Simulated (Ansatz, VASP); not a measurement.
# Two plane-wave programs on Hf

Contents of INCAR:

```
  PREC = Accurate
  ENCUT = 520
  EDIFF = 1E-6
  ISMEAR = -1
  SIGMA = 0.1
  LREAL = F
  LASPH = T
  NELM = 100
  ALGO = Normal
  ISIF = 2
  LWAVE = F
  LCHARG = T
  GGA = PS
  LELF = T
  LVHAR = T
  NBANDS = 17
```

The input KPOINTS:

```
regular mesh
0
Gamma
  19 19 10
```

The input POSCAR:

```
Hf
1.0
    3.1159838192      0.0000000000      0.0000000000
   -1.5579919096      2.6985211452      0.0000000000
    0.0000000000      0.0000000000      4.9370896761
Hf
2
Direct
    0.3333333333      0.6666666667      0.2500000000
    0.6666666667      0.3333333333      0.7500000000
```

Input for Ansatz:

```yaml
crystal:
  lattice:
    - [3.1159838192, 0.0, 0.0]
    - [-1.5579919096, 2.6985211452, 0.0]
    - [0.0, 0.0, 4.9370896761]
  atoms:
    - { symbol: Hf, position: [0.3333333333, 0.6666666667, 0.25] }
    - { symbol: Hf, position: [0.6666666667, 0.3333333333, 0.75] }
hamiltonian:
  xc: pbesol
  pseudopotentials:
    kind: paw
    azcp:
      Hf: "pseudopotentials/Hf.paw.azcp"
basis:
  ecutwfc: 420
  fft_grid_basis: typed
kpoints:
  mp_grid: { grid: [19, 19, 10], shift: [0, 0, 0] }
magnetization:
  spin_polarized: false
scf:
  occupations: { method: fermi_dirac, width: 0.1 }
output:
  stress: true
```

Alike in both runs: task single point; functional PBEsol; k mesh 19 × 19 × 10; occupations fermi-dirac, width 0.1 eV; no spin polarisation.

|  | VASP | Ansatz |
| --- | --- | --- |
| version | VASP 6.6.1 | Ansatz 0.2.0 |
| potentials or method | VASP PAW PBE potentials, release 64 (Hf_pv), cutoff 520 eV | plane waves (420 eV) with PAW, scalar-relativistic |
| valence electrons in the cell | 20 | 52 |

Ansatz gave:

```
pressure (GPa)                                                : 4.9
traceless stress, the component that is largest in VASP (GPa) : 0.19
```

Question: Estimate VASP's values.

Answer: Pressure (GPa): 4.6; traceless stress, the component that is largest in VASP (GPa): 0.11.

VASP's potentials were made for PBE, not for PBEsol, and Ansatz warns of the same on its side. VASP's potentials hold 20 valence electrons a cell and Ansatz's 52, so a difference there can come from the potentials and not from the codes.

Neither program's run includes spin-orbit coupling.
